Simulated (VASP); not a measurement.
Write the native input for VASP 6.6.1 that does the following.

```yaml
Task: single point
Functional: PBEsol
Potentials_or_basis: VASP PAW PBE potentials, release 64 (Nb_sv, H)
Cutoff: 520 eV
k_mesh: 16 × 16 × 16
Occupations: gaussian, width 0.15 eV
Spin: no spin polarisation
Dipole_correction: no
Further_INCAR_settings: ALGO = Normal; EDIFF = 1e-06; NBANDS = 14
```

The structure of NbH2 lies in POSCAR:

```
NbH2
1.0
    0.0914052944      2.2851323612      2.2851323612
    2.2851323612      0.0914052944      2.2851323612
    2.2851323612      2.2851323612      0.0914052944
Nb H
1 2
Direct
    0.0000000000      0.0000000000      0.0000000000
    0.2500000000      0.2500000000      0.2500000000
    0.7500000000      0.7500000000      0.7500000000
```

One way to write it, as run:

INCAR

```
SYSTEM = NbH2
ALGO = Normal ; EDIFF = 1E-6
ENCUT = 520 ; GGA = PS
ISIF = 2 ; ISMEAR = 0
LASPH = .True. ; LCHARG = .True.
LELF = .True. ; LREAL = .False.
LVHAR = .True. ; LWAVE = .False.
NBANDS = 14 ; NELM = 80
PREC = Accurate ; SIGMA = 0.15
```

KPOINTS

```
k-points
0
Gamma
  16 16 16
  0 0 0
```

Potentials or basis: VASP PAW PBE potentials, release 64 (Nb_sv, H).

Command:

```sh
$ cat potpaw_PBE.64/Nb_sv/POTCAR potpaw_PBE.64/H/POTCAR > POTCAR
$ mpirun -np 1 vasp_std > vasp.out
```

It gave:

| Item | Value |
| --- | --- |
| Pressure | 6.0 GPa |
| Largest force | 0.347 eV/Å |
| Band gap on the k mesh | zero (an odd number of electrons rules out a gap without spin polarisation) |

Caveat: the cell stands under pressure; the PAW data sets were made with another functional, which shifts forces and pressure a little.

Wall time 32 s on 1 thread of Intel(R) Xeon(R) 6975P-C (Granite Rapids), on a shared host, peak memory 0.24 GiB.
